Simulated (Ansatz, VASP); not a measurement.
Two plane-wave programs on C

```
CELL_PARAMETERS angstrom
2.08774 0.00000 0.00000
-1.04387 2.12711 0.00000
0.00000 0.00000 8.52380
ATOMIC_POSITIONS crystal
C 0.33333 0.66667 0.00000
C 0.66667 0.33333 0.00000
```

Change from the starting cell: strain -0.1500 x Voigt [1, 0, 0, 0, 0, 0], atoms carried along.

Alike in both runs: task single point; functional PBE; dispersion D3(BJ); k mesh 24 × 24 × 6; occupations gaussian, width 0.15 eV; no spin polarisation.

|  | VASP | Ansatz |
| --- | --- | --- |
| version | VASP 6.6.1 | Ansatz 0.2.0 |
| potentials or method | VASP PAW PBE potentials, release 64 (C), cutoff 520 eV | scalar-relativistic, plane waves, PAW |
| valence electrons in the cell | 8 | 8 |

Ansatz gave:

```
gap on the k mesh at the Fermi level (eV) : 1.01
least direct gap on the mesh (eV)         : 1.04
rms of the force components (eV/Å)        : 2.916
```

What did VASP give for the same quantities?

gap on the k mesh at the Fermi level (eV): 1.01; least direct gap on the mesh (eV): 1.05; rms of the force components (eV/Å): 2.932.

Atom by atom the forces differ by 0.016 eV/Å (rms over components).
